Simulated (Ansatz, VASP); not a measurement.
## MoS2: VASP beside Ansatz

```
Mo S
1.0
     3.14148    0.00000    0.00000
    -1.57074    2.72060    0.00000
     0.00000    0.00000   12.59146
Mo S
2 4
Cartesian
  1.5707 0.9069 3.1479
  0.0000 1.8137 9.4436
  1.5707 0.9069 7.8845
  0.0000 1.8137 4.7069
  1.5707 0.9069 11.0027
  0.0000 1.8137 1.5888
```

Alike in both runs: task single point; functional PBEsol; k mesh 15 × 15 × 4; occupations gaussian, width 0.02 eV; no spin polarisation.

|  | VASP | Ansatz |
| --- | --- | --- |
| version | VASP 6.6.1 | Ansatz 0.2.0 |
| potentials or method | VASP PAW PBE potentials, release 64 (Mo_sv, S), cutoff 500 eV | scalar-relativistic, plane waves, PAW |
| valence electrons in the cell | 52 | 52 |

```tsv
	VASP	Ansatz	Ansatz less VASP
gap on the k mesh at the Fermi level (eV)	1.03	1.02	-0.014
least direct gap on the mesh (eV)	1.75	1.74	-0.005
pressure (GPa)	0.0	0.0	+0.04
```

VASP's potentials were made for PBE, not for PBEsol, and Ansatz warns of the same on its side. With one functional, cell and mesh, what is left measures potentials, basis and numerics.
